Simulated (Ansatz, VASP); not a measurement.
## One calculation of Ag, two programs

The input INCAR:

```
PREC = Accurate
ENCUT = 520
EDIFF = 1E-6
ISMEAR = -1
SIGMA = 0.08
LREAL = F
LASPH = T
NELM = 80
ALGO = Normal
ISIF = 2
LWAVE = F
LCHARG = T
GGA = PE
LELF = T
LVHAR = T
NBANDS = 30
```

KPOINTS

```
regular mesh
0
Gamma
  14 14 4
```

Contents of POSCAR:

```
Ag
1.0
    2.8765459973      0.0000000000      0.0000000000
   -1.4382729987      2.4911619089      0.0000000000
    0.0000000000      0.0000000000      9.9665549341
Ag
4
Direct
    0.3333333333      0.6666666667      0.2500000000
    0.6666666667      0.3333333333      0.7500000000
    0.0000000000      0.0000000000      0.0000000000
    0.0000000000      0.0000000000      0.5000000000
```

Input for Ansatz:

```yaml
crystal:
  lattice:
    - [2.8765459973, 0.0, 0.0]
    - [-1.4382729987, 2.4911619089, 0.0]
    - [0.0, 0.0, 9.9665549341]
  atoms:
    - { symbol: Ag, position: [0.3333333333, 0.6666666667, 0.25] }
    - { symbol: Ag, position: [0.6666666667, 0.3333333333, 0.75] }
    - { symbol: Ag, position: [0.0, 0.0, 0.0] }
    - { symbol: Ag, position: [0.0, 0.0, 0.5] }
kpoints:
  mp_grid: { grid: [14, 14, 4] }
  band_path:
    path:
      - [0.0, 0.0, 0.0]
      - [0.5, 0.0, 0.0]
      - [0.3333333333, 0.3333333333, 0.0]
      - [0.0, 0.0, 0.0]
      - [0.0, 0.0, 0.5]
      - [0.5, 0.0, 0.5]
      - [0.3333333333, 0.3333333333, 0.5]
      - [0.0, 0.0, 0.5]
      - [0.5, 0.0, 0.5]
    npoints: 5
scf:
  occupations: { method: fermi_dirac, width: 0.08 }
hamiltonian:
  xc: pbe
  pseudopotentials: { kind: all_electron, lapw: { basis_error: 0.0005 } }
output:
  forces: true
  stress: true
  eigenvalues: true
```

Change from the starting cell: volume scaled by 0.99.

Alike in both runs: task single point; functional PBE; k mesh 14 × 14 × 4; occupations fermi-dirac, width 0.08 eV; no spin polarisation.

```csv
,VASP,Ansatz
version,VASP 6.6.1,Ansatz 0.2.0
potentials or method,"VASP PAW PBE potentials, release 64 (Ag), cutoff 520 eV","all-electron LAPW, scalar-relativistic"
```

|  | VASP | Ansatz | Ansatz less VASP |
| --- | --- | --- | --- |
| pressure (GPa) | 0.4 | 0.5 | +0.10 |
| traceless stress, the component that is largest in VASP (GPa) | -3.45 | -3.47 | -0.016 |

Ansatz ran all-electron here, and VASP with PAW potentials.
